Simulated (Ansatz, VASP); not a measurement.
## Zn2In2Cl5 in VASP and in Ansatz

```
Zn In Cl
1.0
     3.52856   -5.12029    0.00000
     3.52856    5.12029    0.00000
     0.00000    0.00000   12.23326
Zn In Cl
2 2 5
Direct
  0.17531 0.17531 0.00000
  0.82469 0.82469 0.00000
  0.00000 0.00000 0.68891
  0.00000 0.00000 0.31109
  0.16681 0.83319 0.14302
  0.83319 0.16681 0.14302
  0.83319 0.16681 0.85698
  0.16681 0.83319 0.85698
  0.50000 0.50000 0.00000
```

Alike in both runs: functional PBE; k mesh 4 × 4 × 2; occupations gaussian, width 0.1 eV; no spin polarisation.

Ansatz relaxed the structure, and its values are those at the end. VASP's run is a single point on that final structure, the one shown.

|  | VASP | Ansatz |
| --- | --- | --- |
| version | VASP 6.6.1 | Ansatz 0.2.0 |
| potentials or method | VASP PAW PBE potentials, release 64 (Zn, In_d, Cl), cutoff 520 eV | scalar-relativistic, plane waves, PAW |
| valence electrons in the cell | 85 | 85 |

```tsv
	VASP	Ansatz	Ansatz less VASP
gap on the k mesh at the Fermi level (eV)	none	none	-
pressure (GPa)	0.1	0.1	0.00
rms of the force components (eV/Å)	0.004	0.004	+0.0001
```

A gap of «none» marks a metal or a gap that the smearing closes.
